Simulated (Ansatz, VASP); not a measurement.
# HBr: VASP beside Ansatz

The input INCAR:

```
SYSTEM = HBr
PREC = Accurate
ENCUT = 600
EDIFF = 1E-6
ISMEAR = 0
SIGMA = 0.02
LREAL = .False.
LASPH = .True.
NELM = 80
ALGO = Normal
ISIF = 3
LWAVE = .False.
LCHARG = .False.
GGA = PS
IBRION = 2
NSW = 100
EDIFFG = -0.005
```

File KPOINTS:

```
Automatic mesh
0
Gamma
  10 10 10
  0 0 0
```

File POSCAR:

```
HBr
1.0
    0.0000000000      3.7760286676      3.7875620523
    1.6743308996      0.0000000000      3.7875620523
    1.6743308996      3.7760286676      0.0000000000
H Br
1 1
Direct
    0.0000000000      0.0000000000      0.0000000000
    0.5000000000      0.5000000000      0.5000000000
```

Input for Ansatz:

```yaml
crystal:
  lattice:
    - [0.0, 3.7760286676, 3.7875620523]
    - [1.6743308996, 0.0, 3.7875620523]
    - [1.6743308996, 3.7760286676, 0.0]
  atoms:
    - { symbol: H, position: [0.0, 0.0, 0.0] }
    - { symbol: Br, position: [0.5, 0.5, 0.5] }
basis:
  ecutwfc: 420
kpoints:
  mp_grid: { grid: [10, 10, 10] }
hamiltonian:
  xc: pbesol
scf:
  occupations: { method: gaussian, width: 0.02 }
output:
  forces: true
  stress: true
  eigenvalues: true
relax:
  adjacent_minimum: "off"
  f_tol: 0.005
  max_steps: 80
  cell: { stress_tol: 0.05 }
```

Alike in both runs: task relaxation of cell and atoms; functional PBEsol; k mesh 10 × 10 × 10; occupations gaussian, width 0.02 eV; no spin polarisation.

```csv
,VASP,Ansatz
version,VASP 6.6.1,Ansatz 0.2.0
potentials or method,"VASP PAW PBE potentials, release 64 (H, Br), cutoff 600 eV","scalar-relativistic, plane waves, PAW"
valence electrons in the cell,8,8
```

|  | VASP | Ansatz | Ansatz less VASP |
| --- | --- | --- | --- |
| gap on the k mesh at the Fermi level, each at its own relaxed structure (eV) | 1.44 | 1.44 | +0.006 |
| relaxed volume (Å³/atom) | 24.80 | 24.78 | -0.016 |
| relaxed cell length with the largest relative difference (Å) | 4.201 | 4.198 | -0.0026 |

VASP's potentials were made for PBE, not for PBEsol.
